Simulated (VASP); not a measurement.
Runs of VASP 6.6.1 on HfSbAu3. The structure is that of space group Pm-3m (No. 221), or close to it. The cells are those of the table. 

```tsv
task	cell	k mesh	cutoff (eV)	gap on the mesh (eV)	pressure (GPa)	relaxed volume (Å³/atom)
relaxation of cell and atoms	relaxed from a = 4.600 Å, 5 atoms	4 × 4 × 4	600	none	0.0	27.77
single point	a = 4.600 Å, 5 atoms	4 × 4 × 4	520	none	49.8	-
single point	a = 5.189 Å, 5 atoms	8 × 8 × 8	520	none	-0.4	-
relaxation of cell and atoms	relaxed from a = 5.184 Å, 5 atoms	8 × 8 × 8	600	none	0.0	(b)
single point	a = 5.184 Å, 5 atoms	4 × 4 × 4	520	none	(a)	-
```

Alike in all rows: level PBE; potentials or basis VASP PAW PBE potentials, release 64 (Hf_pv, Sb, Au); no spin polarisation; smearing gaussian 0.1 eV.

Task: Estimate the missing entries.

Result: (a) -0.2; (b) 27.75.

Caveats: spin-orbit coupling is left out, which moves the levels of the heavy elements; the volume moved by over 15 % at a fixed basis, so the end points are rough (some runs).

A k mesh can miss the band edges, and the runs leave out spin-orbit coupling on Au, Hf, Sb.

A gap of «none» marks levels without a gap at the run's occupations.
